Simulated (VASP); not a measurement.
# AlGaN2 (P-4m2) in VASP: a series of runs

AlGaN2 is run at these levels: LDA; tasks: single point.

Everything below comes from runs of VASP 6.6.1. Logs are shortened: lines on timing, memory, paths and dates and some standing lists are left out, and cuts for length are marked.

### Step 1. The cell of the first run

The structure is tetragonal, space group P-4m2 (No. 115). The conventional cell has a = 3.047 Å, b = 3.047 Å, c = 4.424 Å, α = 90.00°, β = 90.00°, γ = 90.00°. Within 2.5 Å of Al (site symmetry -4m2) lie 4 N at 1.85 Å. Ga (site symmetry -4m2) has 4 N at 1.91 Å within 2.5 Å. Within 2.5 Å of N (site symmetry 2mm) lie 2 Al at 1.85 Å and 2 Ga at 1.91 Å.

### Step 2. Single point, LDA (strain -0.030 along x and y, +0.000 along z)

The input, INCAR:

```
SYSTEM = AlGaN2
ALGO = Normal ; EDIFF = 1E-6
ENCUT = 520 ; GGA = CA
ISIF = 2 ; ISMEAR = 0
LASPH = .TRUE. ; LCHARG = .FALSE.
LREAL = .FALSE. ; LWAVE = .FALSE.
NBANDS = 21 ; NELM = 60
PREC = Accurate ; SIGMA = 0.05
```

The input, KPOINTS:

```
k-points
0
G
  8 8 6
  0 0 0
```

The input, POSCAR:

```
AlGaN2
1.0
    3.0466507372      0.0000000000      0.0000000000
    0.0000000000      3.0466507372      0.0000000000
    0.0000000000      0.0000000000      4.4238379400
Al Ga N
1 1 2
Direct
    0.5000000000      0.5000000000      0.5000000000
    0.0000000000      0.0000000000      0.0000000000
    0.5000000000      0.0000000000      0.7382648100
    0.0000000000      0.5000000000      0.2617351900
```

Potentials or basis: VASP PAW LDA potentials, release 64 (Al, Ga_d, N).

Launch:

```
$ cat potpaw_LDA.64/Al/POTCAR potpaw_LDA.64/Ga_d/POTCAR potpaw_LDA.64/N/POTCAR > POTCAR
$ mpirun -np 1 vasp_std > vasp.out
```

OUTCAR:

```text
SYSTEM = AlGaN2
   EDIFF = 1E-6
   ENCUT = 520
   GGA = CA
   ISIF = 2
   ISMEAR = 0
   LASPH = .TRUE.
   LREAL = .FALSE.
   NELM = 60
   PREC = Accurate

 ion  position               nearest neighbor table
   1  0.500  0.500  0.500-   3 1.85   4 1.85   3 1.85   4 1.85   2 3.09   2 3.09   2 3.09   2 3.09
                             2 3.09   2 3.09   2 3.09   2 3.09
   2  0.000  0.000  0.000-   3 1.91   4 1.91   4 1.91   3 1.91   1 3.09   1 3.09   1 3.09   1 3.09
                             1 3.09   1 3.09   1 3.09   1 3.09
   3  0.500  0.000  0.738-   1 1.85   1 1.85   2 1.91   2 1.91
   4  0.000  0.500  0.262-   1 1.85   1 1.85   2 1.91   2 1.91

  LATTYP: Found a simple tetragonal cell.
 ALAT       =     3.0466507372
 C/A-ratio  =     1.4520331740

  Lattice vectors:

 A1 = (   3.0466507372,   0.0000000000,   0.0000000000)
 A2 = (   0.0000000000,   3.0466507372,   0.0000000000)
 A3 = (   0.0000000000,   0.0000000000,   4.4238379400)

Analysis of symmetry for initial positions (statically):
=====================================================================
 Subroutine PRICEL returns:
 Original cell was already a primitive cell.

 Routine SETGRP: Setting up the symmetry group for a
 simple tetragonal supercell.

 Subroutine GETGRP returns: Found  8 space group operations
 (whereof  8 operations were pure point group operations)
 out of a pool of 16 trial point group operations.

The static configuration has the point symmetry D_2d.

Analysis of symmetry for dynamics (positions and initial velocities):
=====================================================================
 Subroutine PRICEL returns:
 Original cell was already a primitive cell.

 Routine SETGRP: Setting up the symmetry group for a
 simple tetragonal supercell.

 Subroutine GETGRP returns: Found  8 space group operations
 (whereof  8 operations were pure point group operations)
 out of a pool of 16 trial point group operations.

The dynamic configuration has the point symmetry D_2d.

 Subroutine INISYM returns: Found  8 space group operations
 (whereof  8 operations are pure point group operations),
 and found     1 'primitive' translations

----------------------------------------------------------------------------------------

                                     Primitive cell

  volume of cell :      41.0624

  direct lattice vectors                    reciprocal lattice vectors
     3.046650737  0.000000000  0.000000000     0.328229287  0.000000000  0.000000000
     0.000000000  3.046650737  0.000000000     0.000000000  0.328229287  0.000000000
     0.000000000  0.000000000  4.423837940     0.000000000  0.000000000  0.226048064

  length of vectors
     3.046650737  3.046650737  4.423837940     0.328229287  0.328229287  0.226048064

  position of ions in fractional coordinates (direct lattice)
     0.500000000  0.500000000  0.500000000
     0.000000000  0.000000000  0.000000000
     0.500000000  0.000000000  0.738264810
     0.000000000  0.500000000  0.261735190

  ion indices of the primitive-cell ions
   primitive index   ion index
                 1           1
                 2           2
                 3           3
                 4           4

----------------------------------------------------------------------------------------

 KPOINTS: k-points

Automatic generation of k-mesh.
 Grid dimensions read from file:
 generate k-points for:    8    8    6

 Generating k-lattice:

  Cartesian coordinates                     Fractional coordinates (reciprocal lattice)
     0.041028661  0.000000000  0.000000000     0.125000000  0.000000000  0.000000000
     0.000000000  0.041028661  0.000000000     0.000000000  0.125000000  0.000000000
     0.000000000  0.000000000  0.037674677     0.000000000  0.000000000  0.166666667

  Length of vectors
     0.041028661  0.041028661  0.037674677

  Shift w.r.t. Gamma in fractional coordinates (k-lattice)
     0.000000000  0.000000000  0.000000000

 Subroutine IBZKPT returns following result:
 ===========================================

 Found     60 irreducible k-points:

 Following reciprocal coordinates:
            Coordinates               Weight
  0.000000  0.000000  0.000000      1.000000
  0.125000  0.000000  0.000000      4.000000
  0.250000  0.000000  0.000000      4.000000
  0.375000  0.000000  0.000000      4.000000
  0.500000  0.000000  0.000000      2.000000
  0.125000  0.125000  0.000000      4.000000
[... 16 lines left out ...]
  0.375000  0.125000  0.166667     16.000000
  0.500000  0.125000  0.166667      8.000000
 [... further k-points ...]
   k-points           NKPTS =     60   k-points in BZ     NKDIM =     60   number of bands    NBANDS=     21
   number of dos      NEDOS =    301   number of ions     NIONS =      4
   total plane-waves  NPLWV =  20736
   dimension x,y,z NGX =    24 NGY =   24 NGZ =   36
   dimension x,y,z NGXF=    48 NGYF=   48 NGZF=   72
   ions per type =               1   1   2
   NGX,Y,Z   is equivalent  to a cutoff of  13.10, 13.10, 13.53 a.u.
   NGXF,Y,Z  is equivalent  to a cutoff of  26.19, 26.19, 27.06 a.u.
 SYSTEM =  AlGaN2
   PREC   = accura    normal or accurate (medium, high low for compatibility)
   ISTART =      0    job   : 0-new  1-cont  2-samecut
   ICHARG =      2    charge: 1-file 2-atom 10-const
   ISPIN  =      1    spin polarized calculation?
   LNONCOLLINEAR =      F non collinear calculations
   LSORBIT =      F    spin-orbit coupling
   LASPH  =      T    aspherical Exc in radial PAW
   ENCUT  =  520.0 eV  38.22 Ry    6.18 a.u.   5.66  5.66  8.23*2*pi/ulx,y,z
   NELM   =     60;   NELMIN=  2; NELMDL= -5     # of ELM steps
   EDIFF  = 0.1E-05   stopping-criterion for ELM
   LREAL  =      F    real-space projection
   EDIFFG = 0.1E-04   stopping-criterion for IOM
   NSW    =      0    number of steps for IOM
   IBRION =     -1    ionic relax: 0-MD 1-quasi-New 2-CG
   NFREE  =      0    steps in history (QN), initial steepest desc. (CG)
   ISIF   =      2    stress and relaxation
   ISYM   =      2    0-nonsym 1-usesym 2-fastsym
   POTIM  = 0.5000    time-step for ionic-motion
   TEBEG  =    0.0;   TEEND  =   0.0 temperature during run
   PSTRESS=    0.0 pullay stress
   NELECT =      26.0000    total number of electrons
   NUPDOWN=      -1.0000    fix difference up-down
   EMIN   =  10.00;   EMAX   =-10.00  energy-range for DOS
   EFERMI =   0.00;   METHOD = LEGACY
   ISMEAR =     0;   SIGMA  =   0.05  broadening in eV -4-tet -1-fermi 0-gaus
   EFERMI_NEDOS =   21; number of points for ismear=-14 and -15
   IALGO  =     38    algorithm
   IMIX   =      4    mixing-type and parameters
     AMIX     =   0.40;   BMIX     =  1.00
     AMIX_MAG =   1.60;   BMIX_MAG =  1.00
  volume/ion in A,a.u.               =      10.27        69.28
  Fermi-wavevector in a.u.,A,eV,Ry     =   1.405781  2.656541 26.888120  1.976221
  Thomas-Fermi vector in A             =   2.528208
   LORBIT       =      0    0 simple, 1 ext, 2 COOP (PROOUT), +10 PAW based schemes
   GGA     = CA    functional components
   LHFCALC =     F    Hartree Fock is set to
   AEXX    =    0.0000 exact exchange contribution
   IVDW    =     0    specifies the selected vdW correction
   LEPSILON=     F    determine dielectric tensor
   LRPA    =     F    only Hartree local field effects (RPA)
 non-spin polarized calculation
 Gauss-broadening in eV      SIGMA  =   0.05
  energy-cutoff  :      520.00
  volume of cell :       41.06
 maximum number of plane-waves:      1128
 NGX is ok and might be reduce to    24
   NGX = 11   NGY = 11   NGZ = 17

 number of electron      26.0000008 magnetization

 Free energy of the ion-electron system (eV)
  ---------------------------------------------------
  ext. energy  EPLUGINS =         0.00000000
  ---------------------------------------------------
  free energy    TOTEN  =       -30.25649346 eV

  energy without entropy =      -30.25649346  energy(sigma->0) =      -30.25649346

 E-fermi :   6.3705     XC(G=0): -12.0238

 val. band max:        6.0838250800   @ k =   0.0000   0.0000   0.0000
 cond. band min:       9.2282452261   @ k =   0.5000   0.5000   0.0000
 fundamental gap:      3.1444201462
 Fermi energy:         6.3705292995

 k-point     1 :       0.0000    0.0000    0.0000
  band No.  band energies     occupation
      1      -9.7811      2.00000
      2      -8.1947      2.00000
      3      -7.0621      2.00000
      4      -7.0621      2.00000
      5      -7.0210      2.00000
      6      -6.8314      2.00000
[... 13 lines left out ...]
     20      18.8818      0.00000
     21      21.5876      0.00000

 k-point     2 :       0.1250    0.0000    0.0000
  band No.  band energies     occupation
      1      -9.6308      2.00000
      2      -8.1922      2.00000
      3      -7.0843      2.00000
      4      -7.0587      2.00000
      5      -6.9879      2.00000
      6      -6.8456      2.00000
[... 13 lines left out ...]
     20      18.6944      0.00000
     21      21.1165      0.00000

 k-point     3 :       0.2500    0.0000    0.0000
  band No.  band energies     occupation
      1      -9.2283      2.00000
      2      -8.2003      2.00000
      3      -7.0847      2.00000
      4      -7.0506      2.00000
      5      -6.8932      2.00000
      6      -6.8793      2.00000
[... 13 lines left out ...]
     20      18.1761      0.00000
     21      20.0423      0.00000
[... 457 lines left out ...]
 k-point    23 :       0.3750    0.1250    0.1667
  band No.  band energies     occupation
      1      -8.6231      2.00000
      2      -8.2212      2.00000
      3      -7.0597      2.00000
      4      -6.9789      2.00000
      5      -6.9394      2.00000
      6      -6.5621      2.00000
[... 13 lines left out ...]
     20      18.4610      0.00000
     21      18.9284      0.00000

 k-point    24 :       0.5000    0.1250    0.1667
  band No.  band energies     occupation
      1      -8.4346      2.00000
      2      -8.2549      2.00000
      3      -7.0508      2.00000
      4      -6.9583      2.00000
      5      -6.9554      2.00000
      6      -6.1803      2.00000
[... 13 lines left out ...]
     20      18.5775      0.00000
     21      18.7194      0.00000

 [... further k-points ...]

------------------------ aborting loop because EDIFF is reached ----------------------------------------

  FORCE on cell =-STRESS in cart. coord.  units (eV):
  Direction    XX          YY          ZZ          XY          YZ          ZX
  --------------------------------------------------------------------------------------
  -------------------------------------------------------------------------------------
  Total        2.6702222      2.6702222      1.4991950      0.0000000      0.0000000      0.0000000
  in kB      104.1869749    104.1869749     58.4957283      0.0000000      0.0000000      0.0000000
  external PRESSURE =      88.9565594 kB  Pullay stress =       0.0000000 kB

 VOLUME and BASIS-vectors are now :
 -----------------------------------------------------------------------------
  energy-cutoff  :      520.00
  volume of cell :       41.06
      direct lattice vectors                 reciprocal lattice vectors
     3.046650737  0.000000000  0.000000000     0.328229287  0.000000000  0.000000000
     0.000000000  3.046650737  0.000000000     0.000000000  0.328229287  0.000000000
     0.000000000  0.000000000  4.423837940     0.000000000  0.000000000  0.226048064

 POSITION                                       TOTAL-FORCE (eV/Angst)
 -----------------------------------------------------------------------------------
      1.52333      1.52333      2.21192         0.000000      0.000000      0.000000
      0.00000      0.00000      0.00000         0.000000     -0.000000      0.000000
      1.52333      0.00000      3.26596         0.000000     -0.000000      0.239198
      0.00000      1.52333      1.15787        -0.000000     -0.000000     -0.239198
 -----------------------------------------------------------------------------------
    total drift:                                0.000000      0.000000      0.000000

  FREE ENERGIE OF THE ION-ELECTRON SYSTEM (eV)
  ---------------------------------------------------
  free  energy   TOTEN  =       -30.2564934578 eV

  energy  without entropy=      -30.2564934578  energy(sigma->0) =      -30.25649346
```

Wall time 27 s (1 thread of Intel Xeon 6975P-C, shared host); peak memory 0.17 GiB.

What came out:

* Free energy: -30.2565 eV
* Pressure: 8.9 GPa
* Largest force: 0.239 eV/Å
* Band gap on the k mesh: 3.14 eV, indirect (least direct gap 3.27 eV)

Forces in eV/Å, atoms in the order of the input:
```
Al   0.000  0.000  0.000
Ga   0.000  0.000  0.000
N    0.000  0.000  0.239
N    0.000  0.000 -0.239
```

Caveat: the cell differs from its parent crystal (strain -0.030 along x and y, +0.000 along z). A k mesh can miss the band edges.

### Step 3. Single point, LDA (strain -0.015 along x and y, -0.030 along z)

The input, INCAR:

```
PREC = Accurate
ENCUT = 520
EDIFF = 1E-6
ISMEAR = 0
SIGMA = 0.05
LREAL = F
LASPH = T
NELM = 100
ALGO = Normal
ISIF = 2
LWAVE = F
LCHARG = F
GGA = CA
NBANDS = 21
```

The input, KPOINTS:

```
regular mesh
0
Gamma
  8 8 6
```

The input, POSCAR:

```
AlGaN2
1.0
    3.0937638930      0.0000000000      0.0000000000
    0.0000000000      3.0937638930      0.0000000000
    0.0000000000      0.0000000000      4.2911228018
Al Ga N
1 1 2
Direct
    0.5000000000      0.5000000000      0.5000000000
    0.0000000000      0.0000000000      0.0000000000
    0.5000000000      0.0000000000      0.7382648100
    0.0000000000      0.5000000000      0.2617351900
```

Potentials or basis: VASP PAW LDA potentials, release 64 (Al, Ga_d, N).

Launch:

```
$ cat potpaw_LDA.64/Al/POTCAR potpaw_LDA.64/Ga_d/POTCAR potpaw_LDA.64/N/POTCAR > POTCAR
$ mpirun -np 1 vasp_std > vasp.out
```

It took 25 s on 1 thread of Intel Xeon 6975P-C, shared host; peak memory 0.17 GiB.

It converged, with:

```
Free energy            : -30.2681 eV
Pressure               : 8.8 GPa
Largest force          : 0.140 eV/Å
Band gap on the k mesh : 3.30 eV, indirect (least direct gap 3.34 eV)
```

Forces on the atoms (eV/Å):
```
Al   0.000  0.000  0.000
Ga   0.000  0.000  0.000
N    0.000  0.000  0.140
N    0.000  0.000 -0.140
```

Stress tensor (GPa, compression positive):
```
8.30 0.00 0.00
0.00 8.30 0.00
0.00 0.00 9.79
```

Levels at points of the mesh, in eV from the valence-band top:
```csv
k point,band 9,band 10,band 11,band 12,band 13,band 14,band 15,band 16,band 17,band 18
"(0.00, 0.00, 0.00)",-2.56,-2.56,-0.22,0.00,0.00,3.34,3.52,7.64,11.58,11.58
"(0.50, 0.00, 0.00)",-4.56,-3.06,-2.95,-1.09,-0.79,7.24,7.54,8.09,8.66,10.74
"(0.50, 0.50, 0.00)",-5.19,-2.38,-2.36,-2.36,-2.35,3.30,3.30,6.63,8.97,12.88
"(0.00, 0.00, 0.50)",-2.46,-1.72,-1.72,-1.09,-1.09,5.49,5.69,8.29,9.38,11.49
"(0.50, 0.00, 0.50)",-6.54,-1.07,-0.87,-0.64,-0.54,5.61,6.94,9.42,9.74,10.27
"(0.50, 0.50, 0.50)",-4.54,-4.30,-3.47,-3.47,-3.44,6.36,6.36,9.39,10.97,11.75
```

Caveat: the cell differs from its parent crystal (strain -0.015 along x and y, -0.030 along z). A k mesh can miss the band edges.

### Step 4. Single point, LDA (strain -0.030 along x and y, +0.015 along z)

The input, INCAR:

```
PREC = Accurate ; ENCUT = 520
EDIFF = 1E-6 ; ISMEAR = 0
SIGMA = 0.05 ; LREAL = F
LASPH = T ; NELM = 60
ALGO = Normal ; ISIF = 2
LWAVE = F ; LCHARG = F
NBANDS = 21
```

The input, KPOINTS:

```
Automatic mesh
0
Gamma
  8 8 6
```

The input, POSCAR:

```
AlGaN2
1.0
    3.0466507372      0.0000000000      0.0000000000
    0.0000000000      3.0466507372      0.0000000000
    0.0000000000      0.0000000000      4.4901955091
Al Ga N
1 1 2
Direct
    0.5000000000      0.5000000000      0.5000000000
    0.0000000000      0.0000000000      0.0000000000
    0.5000000000      0.0000000000      0.7382648100
    0.0000000000      0.5000000000      0.2617351900
```

Launch:

```
$ cat potpaw_LDA.64/Al/POTCAR potpaw_LDA.64/Ga_d/POTCAR potpaw_LDA.64/N/POTCAR > POTCAR
$ mpirun -np 1 vasp_std > vasp.out
```

Run time: 28 s. Hardware: 1 thread of Intel Xeon 6975P-C, shared host; peak memory 0.17 GiB.

It converged, with:

| Item | Value |
| --- | --- |
| Free energy | -30.2694 eV |
| Pressure | 5.3 GPa |
| Largest force | 0.267 eV/Å |
| Band gap on the k mesh | 3.09 eV, indirect (least direct gap 3.13 eV) |

Forces in eV/Å, atoms in the order of the input:
```
Al   0.000  0.000  0.000
Ga   0.000  0.000  0.000
N    0.000  0.000  0.267
N    0.000  0.000 -0.267
```

Stress tensor (GPa, compression positive):
```
7.63 0.00 0.00
0.00 7.63 0.00
0.00 0.00 0.72
```

Levels at points of the mesh, in eV from the valence-band top:
```csv
k point,band 11,band 12,band 13,band 14,band 15,band 16
"(0.00, 0.00, 0.00)",-0.48,0.00,0.00,3.13,3.66,8.14
"(0.50, 0.00, 0.00)",-3.31,-0.91,-0.58,7.22,7.37,8.46
"(0.50, 0.50, 0.00)",-2.57,-2.57,-2.56,3.09,3.09,6.05
"(0.00, 0.00, 0.50)",-1.55,-0.95,-0.95,5.31,5.36,8.09
"(0.50, 0.00, 0.50)",-0.94,-0.90,-0.47,5.30,6.67,9.29
"(0.50, 0.50, 0.50)",-3.47,-3.47,-3.46,5.87,5.87,8.98
```

Caveat: the cell differs from its parent crystal (strain -0.030 along x and y, +0.015 along z).

### Step 5. Summary

```tsv
cell	gap on the mesh (eV)	pressure (GPa)	largest force (eV/Å)
a = 3.047, b = 3.047, c = 4.424 Å, 4 atoms	3.14	8.9	0.24
a = 3.094, b = 3.094, c = 4.291 Å, 4 atoms	3.30	8.8	0.14
a = 3.047, b = 3.047, c = 4.490 Å, 4 atoms	3.09	5.3	0.27
```

Alike in all rows: task single point; level LDA; potentials or basis VASP PAW LDA potentials, release 64 (Al, Ga_d, N); no spin polarisation; k mesh 8 × 8 × 6; cutoff (eV) 520; smearing gaussian 0.05 eV.

Absolute energies hang on the potentials; compare differences alone.
